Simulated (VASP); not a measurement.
Sn:

```xyz
2
Lattice="0.0000 3.2845 3.2845 3.2845 0.0000 3.2845 3.2845 3.2845 0.0000" Properties=species:S:1:pos:R:3 pbc="T T T"
Sn    0.0000    0.0000    0.0000
Sn    1.6422    1.6422    1.6422
```

Base run:

- Program: VASP 6.6.1
- Functional: PBE
- Potentials or basis: VASP PAW PBE potentials, release 64 (Sn_d)
- Cutoff: 520 eV
- k mesh: 6 × 6 × 6
- Occupations: fermi-dirac, width 0.02 eV
- Spin: no spin polarisation

Its results: band gap on the k mesh zero (band 14 reaches 5.36 eV, above the bottom of band 15 at 5.19 eV); pressure 1.5 GPa.

**Question.** The run is repeated on the same cell with these changes: functional from PBE to LDA; potentials or basis from VASP PAW PBE potentials, release 64 (Sn_d) to VASP PAW LDA potentials, release 64 (Sn_d). What comes out?

**Answer.** Band gap on the k mesh zero (band 14 reaches 5.08 eV, above the bottom of band 15 at 4.82 eV); pressure -1.7 GPa.

Caveats: spin-orbit coupling is left out, which moves the levels of the heavy elements.
